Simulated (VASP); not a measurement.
Input of a VASP 6.6.1 run:

Contents of INCAR:

```
SYSTEM = TaN
ALGO = Normal
EDIFF = 1E-6
ENCUT = 520
GGA = PS
ISIF = 2
ISMEAR = 0
LASPH = .TRUE.
LCHARG = .FALSE.
LREAL = .FALSE.
LWAVE = .FALSE.
NBANDS = 15
NELM = 80
PREC = Accurate
SIGMA = 0.15
```

File KPOINTS:

```
k-points
0
G
  18 18 16
  0 0 0
```

The input POSCAR:

```
TaN
1.0
    2.8204789041      0.0000000000      0.0000000000
   -1.4102394520      2.6461569136      0.0000000000
    0.0000000000      0.0000000000      2.8830000000
Ta N
1 1
Direct
    0.3333333333      0.6666666667      0.5000000000
    0.0000000000      0.0000000000      0.0000000000
```

Potentials or basis: VASP PAW PBE potentials, release 64 (Ta_pv, N).

Launch:

```console
$ cat potpaw_PBE.64/Ta_pv/POTCAR potpaw_PBE.64/N/POTCAR > POTCAR
$ mpirun -np 1 vasp_std > vasp.out
```

**Question.** Estimate the band gap on the k mesh.

**Answer.** Zero (bands 8 and 9 overlap by 0.27 eV).

**Question.** Predict the pressure.

**Answer.** -2.3 GPa.

Stress tensor (GPa, compression positive):
```
 18.43   0.00   0.00
  0.00 -21.84   0.00
  0.00   0.00  -3.48
```

Caveat: the cell differs from its parent crystal (strain -0.0400 x Voigt [1, -1, 0, 0, 0, 0]); the PAW data sets were made with another functional, which shifts forces and pressure a little; spin-orbit coupling is left out, which moves the levels of the heavy elements.
